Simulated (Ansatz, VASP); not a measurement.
# Two plane-wave programs on Pd

Contents of INCAR:

```
SYSTEM = Pd
ALGO = Normal
EDIFF = 1E-6
ENCUT = 520
ISIF = 2
ISMEAR = -1
LASPH = .TRUE.
LCHARG = .TRUE.
LELF = .TRUE.
LREAL = .FALSE.
LVHAR = .TRUE.
LWAVE = .FALSE.
NBANDS = 11
NELM = 80
PREC = Accurate
SIGMA = 0.1
```

The input KPOINTS:

```
k-points
0
G
  23 23 23
  0 0 0
```

The input POSCAR:

```
Pd
1.0
    0.0000000000      1.9464221876      1.9464221876
    1.9464221876      0.0000000000      1.9464221876
    1.9464221876      1.9464221876      0.0000000000
Pd
1
Direct
    0.0000000000      0.0000000000      0.0000000000
```

Input for Ansatz:

```yaml
crystal:
  lattice:
    - [0.0, 1.9464221876, 1.9464221876]
    - [1.9464221876, 0.0, 1.9464221876]
    - [1.9464221876, 1.9464221876, 0.0]
  atoms:
    - { symbol: Pd, position: [0.0, 0.0, 0.0] }
hamiltonian:
  xc: lda
  pseudopotentials:
    kind: paw
    azcp:
      Pd: "pseudopotentials/Pd.paw.azcp"
basis:
  ecutwfc: 420
  fft_grid_basis: typed
kpoints:
  mp_grid: { grid: [23, 23, 23], shift: [0, 0, 0] }
magnetization:
  spin_polarized: false
scf:
  occupations: { method: fermi_dirac, width: 0.1 }
output:
  stress: true
```

Alike in both runs: task single point; functional LDA; k mesh 23 × 23 × 23; occupations fermi-dirac, width 0.1 eV; no spin polarisation.

```csv
,VASP,Ansatz
version,VASP 6.6.1,Ansatz 0.2.0
potentials or method,"VASP PAW LDA potentials, release 64 (Pd), cutoff 520 eV","plane waves (420 eV) with PAW, scalar-relativistic"
valence electrons in the cell,10,18
```

```tsv
	VASP	Ansatz	Ansatz less VASP
pressure (GPa)	-7.8	-8.1	-0.26
```

Ansatz warns that its potentials were made for another functional, while VASP's fit it. LDA's correlation is that of Perdew and Zunger in VASP and of Perdew and Wang (1992) in Ansatz. VASP's potentials hold 10 valence electrons a cell and Ansatz's 18, so a difference there can come from the potentials and not from the codes.
